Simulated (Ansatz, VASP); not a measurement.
One calculation of Te, two programs

The input INCAR:

```
SYSTEM = Te
PREC     = Accurate       ! precision mode
ENCUT    = 520            ! plane-wave cutoff, eV
EDIFF    = 1E-6           ! SCF threshold, eV
ISMEAR   = -1             ! smearing method
SIGMA    = 0.05           ! smearing width, eV
LREAL    = .FALSE.        ! projectors in reciprocal space
LASPH    = .TRUE.         ! aspherical terms in the spheres
NELM     = 80             ! most SCF steps
ALGO     = Normal         ! electronic algorithm
ISIF     = 2              ! what is computed and relaxed
LWAVE    = .FALSE.        ! write WAVECAR
LCHARG   = .TRUE.         ! write CHGCAR
GGA      = CA             ! functional
LELF     = .TRUE.         ! ELF
LVHAR    = .TRUE.       
NBANDS   = 16             ! bands
```

The input KPOINTS:

```
Automatic mesh
0
G
  8 8 8
  0 0 0
```

Contents of POSCAR:

```
Te
1.0
    4.2341000000     -2.3712000000      0.0000000000
    4.2341000000      2.3712000000      0.0000000000
   -0.1304500000      0.0000000000      3.8386295000
Te
3
Direct
    0.6760000000      0.6760000000      0.6750000000
    0.3240000000      0.3240000000      0.3250000000
    0.0000000000      0.0000000000      0.0000000000
```

Input for Ansatz:

```yaml
crystal:
  lattice:
    - [4.2341, -2.3712, 0.0]
    - [4.2341, 2.3712, 0.0]
    - [-0.13045, 0.0, 3.8386295]
  atoms:
    - { symbol: Te, position: [0.676, 0.676, 0.675] }
    - { symbol: Te, position: [0.324, 0.324, 0.325] }
    - { symbol: Te, position: [0.0, 0.0, 0.0] }
kpoints:
  mp_grid: { grid: [8, 8, 8] }
  band_path:
    path:
      - [0.0, 0.0, 0.0]
      - [-0.328497428, 0.328497428, 0.0]
      - [-0.671502572, -0.328497428, 0.0]
      - [-0.5, -0.5, 0.0]
      - [0.0, 0.0, 0.0]
      - [-0.5, -0.5, 0.5]
      - [-0.6773806719, -0.3226193281, 0.5]
      - [-0.3226193281, 0.3226193281, 0.5]
      - [0.0, 0.0, 0.5]
    npoints: 5
scf:
  occupations: { method: fermi_dirac, width: 0.05 }
hamiltonian:
  xc: lda
  pseudopotentials: { kind: all_electron, lapw: { basis_error: 0.001 } }
output:
  forces: true
  stress: true
  eigenvalues: true
```

Change from the starting cell: zz strain of -3 %.

Alike in both runs: task single point; functional LDA; k mesh 8 × 8 × 8; occupations fermi-dirac, width 0.05 eV; no spin polarisation.

```csv
,VASP,Ansatz
version,VASP 6.6.1,Ansatz 0.2.0
potentials or method,"VASP PAW LDA potentials, release 64 (Te), cutoff 520 eV","all-electron LAPW, scalar-relativistic"
```

VASP gave:

- pressure (GPa): 6.8
- traceless stress, the component that is largest in VASP (GPa): 1.46
- rms of the force components (eV/Å): 0.241

Problem. Estimate Ansatz's values.

Solution. Pressure (GPa): 6.7; traceless stress, the component that is largest in VASP (GPa): 1.56; rms of the force components (eV/Å): 0.235.

LDA's correlation is that of Perdew and Zunger in VASP and of Perdew and Wang (1992) in Ansatz. Atom by atom the forces differ by 0.006 eV/Å (rms over components). Ansatz ran all-electron here, and VASP with PAW potentials.

Neither program's run includes spin-orbit coupling.
